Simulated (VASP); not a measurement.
Set up this calculation in VASP 6.6.1, as the native input.

* Task: single point
* Functional: LDA
* Potentials or basis: VASP PAW LDA potentials, release 64 (Sn_d, Te)
* Cutoff: 520 eV
* k mesh: 10 × 10 × 10
* Occupations: gaussian, width 0.03 eV
* Spin: no spin polarisation
* Dipole correction: no
* Further INCAR settings: ALGO = Normal; EDIFF = 1e-06; NBANDS = 17

The structure of SnTe lies in POSCAR:

```
SnTe
1.0
    0.0000000000      3.1548899906      3.0458963612
    3.1548899906      0.0000000000      3.0458963612
    3.1548899906      3.1548899906      0.0000000000
Sn Te
1 1
Direct
    0.0090907377     -0.0090907377     -0.0090907377
    0.4915426217      0.5084573783      0.5084573783
```

This cell differs from its parent crystal: mode 4 frozen in at -0.057 Å, strain +e along z and -e/2 along x and y -0.0233.

The input as run:

INCAR

```
ALGO = Normal
EDIFF = 1E-6
ENCUT = 520
GGA = CA
ISIF = 2
ISMEAR = 0
LASPH = True
LCHARG = True
LELF = True
LREAL = False
LVHAR = True
LWAVE = False
NBANDS = 17
NELM = 60
PREC = Accurate
SIGMA = 0.03
```

KPOINTS

```
k-points
0
Gamma
  10 10 10
```

Potentials or basis: VASP PAW LDA potentials, release 64 (Sn_d, Te).

The run is started by

```sh
$ cat potpaw_LDA.64/Sn_d/POTCAR potpaw_LDA.64/Te/POTCAR > POTCAR
$ mpirun -np 1 vasp_std > vasp.out
```

It gave:

The pressure is 0.4 GPa and the largest force is 0.023 eV/Å. The band gap on the k mesh is 0.37 eV, direct.

Caveat: the cell differs from its parent crystal (mode 4 frozen in at -0.057 Å, strain +e along z and -e/2 along x and y -0.0233); spin-orbit coupling is left out, which moves the levels of the heavy elements.

Run time: 64 s on 1 thread of Intel(R) Xeon(R) 6975P-C (Granite Rapids), with other jobs on the host, peak memory 0.3 GiB.
